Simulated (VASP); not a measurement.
A run of VASP 6.6.1:

Contents of INCAR:

```
SYSTEM = PbSe
PREC     = Accurate       ! precision mode
ENCUT    = 520            ! plane-wave cutoff, eV
EDIFF    = 1E-7           ! SCF threshold, eV
ISMEAR   = 0              ! smearing method
SIGMA    = 0.01           ! smearing width, eV
LREAL    = .FALSE.        ! projectors in reciprocal space
LASPH    = .TRUE.         ! aspherical terms in the spheres
NELM     = 60             ! most SCF steps
ALGO     = Normal         ! electronic algorithm
ISIF     = 2              ! what is computed and relaxed
LWAVE    = .FALSE.        ! write WAVECAR
LCHARG   = .FALSE.        ! write CHGCAR
GGA      = PE             ! functional
IVDW     = 12             ! dispersion correction
NBANDS   = 17             ! bands
```

File KPOINTS:

```
regular mesh
0
G
  10 10 10
  0 0 0
```

The input POSCAR:

```
PbSe
1.0
    0.0000000000      3.0671009720      3.0671009720
    3.0671009720      0.0000000000      3.0671009720
    3.0671009720      3.0671009720      0.0000000000
Pb Se
1 1
Direct
    0.0000000000      0.0000000000      0.0000000000
    0.5000000000      0.5000000000      0.5000000000
```

Potentials or basis: VASP PAW PBE potentials, release 64 (Pb_d, Se).

The run is started by

```console
$ cat potpaw_PBE.64/Pb_d/POTCAR potpaw_PBE.64/Se/POTCAR > POTCAR
$ mpirun -np 1 vasp_std > vasp.out
```

Hardware: 1 thread of Intel(R) Xeon(R) Platinum 8488C (Sapphire Rapids) (shared host).

Q: How long does it take, and how much memory?

A: Wall time 19 s on 1 thread of Intel(R) Xeon(R) Platinum 8488C (Sapphire Rapids) (shared host), peak memory 0.21 GiB. Counts: scf iterations 13, k points 47.
